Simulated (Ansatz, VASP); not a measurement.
# GaAs: VASP beside Ansatz

```
CELL_PARAMETERS angstrom
0.00000 2.75092 2.75092
2.75092 0.00000 2.75092
2.75092 2.75092 0.00000
ATOMIC_POSITIONS crystal
Ga 0.00000 0.00000 0.00000
As 0.25000 0.25000 0.25000
```

Change from the starting cell: hydrostatic strain -2.9%.

Alike in both runs: task single point; functional PBE; k mesh 8 × 8 × 8; occupations fermi-dirac, width 0.02 eV; no spin polarisation.

|  | VASP | Ansatz |
| --- | --- | --- |
| version | VASP 6.6.1 | Ansatz 0.2.0 |
| potentials or method | VASP PAW PBE potentials, release 64 (Ga_d, As) | plane waves, PAW |
| plane-wave cutoff (eV) | 520 | 420 |
| valence electrons in the cell | 18 | 28 |

```tsv
	VASP	Ansatz	Ansatz less VASP
gap on the k mesh at the Fermi level (eV)	1.15	1.15	-0.009
pressure (GPa)	11.0	10.7	-0.25
```

VASP's potentials hold 18 valence electrons a cell and Ansatz's 28, so a difference there can come from the potentials and not from the codes.
